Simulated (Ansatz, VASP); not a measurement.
# Ge in VASP and in Ansatz

```xyz
1
Lattice="2.8051 0.0000 0.0000 -1.4026 2.4293 0.0000 0.0000 0.0000 2.7551" Properties=species:S:1:pos:R:3 pbc="T T T"
Ge    0.0000    0.0000    0.0000
```

Alike in both runs: task relaxation of cell and atoms; functional PBEsol; k mesh 9 × 9 × 6; occupations gaussian, width 0.1 eV; no spin polarisation.

|  | VASP | Ansatz |
| --- | --- | --- |
| version | VASP 6.6.1 | Ansatz 0.2.0 |
| potentials or method | VASP PAW PBE potentials, release 64 (Ge_d), cutoff 600 eV | scalar-relativistic, plane waves, PAW |
| valence electrons in the cell | 14 | 14 |

|  | VASP | Ansatz | Ansatz less VASP |
| --- | --- | --- | --- |
| gap on the k mesh at the Fermi level, each at its own relaxed structure (eV) | none | none | - |
| relaxed volume (Å³/atom) | 18.08 | 18.08 | -0.004 |
| relaxed cell length with the largest relative difference (Å) | 2.613 | 2.617 | +0.0035 |

VASP's potentials were made for PBE, not for PBEsol. A gap of «none» marks a metal or a gap that the smearing closes.

The k mesh is coarse, so the values compare programs but aren't converged.
